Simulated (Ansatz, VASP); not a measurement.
**AlAs: VASP beside Ansatz**

```xyz
2
Lattice="0.0000 2.8304 2.8304 2.8304 0.0000 2.8304 2.8304 2.8304 0.0000" Properties=species:S:1:pos:R:3 pbc="T T T"
Al    0.0000    0.0000    0.0000
As    1.4152    1.4152    1.4152
```

Alike in both runs: task single point; functional PBE; k mesh 6 × 6 × 6; occupations gaussian, width 0.02 eV; no spin polarisation.

|  | VASP | Ansatz |
| --- | --- | --- |
| version | VASP 6.6.1 | Ansatz 0.2.0 |
| potentials or method | VASP PAW PBE potentials, release 64 (Al, As), cutoff 500 eV | scalar-relativistic, plane waves, PAW |
| valence electrons in the cell | 8 | 18 |

|  | VASP | Ansatz | Ansatz less VASP |
| --- | --- | --- | --- |
| gap on the k mesh at the Fermi level (eV) | 1.43 | 1.44 | +0.010 |
| least direct gap on the mesh (eV) | 2.06 | 2.05 | -0.007 |
| pressure (GPa) | 2.8 | 2.6 | -0.19 |

VASP's potentials hold 8 valence electrons a cell and Ansatz's 18, so a difference there can come from the potentials and not from the codes.
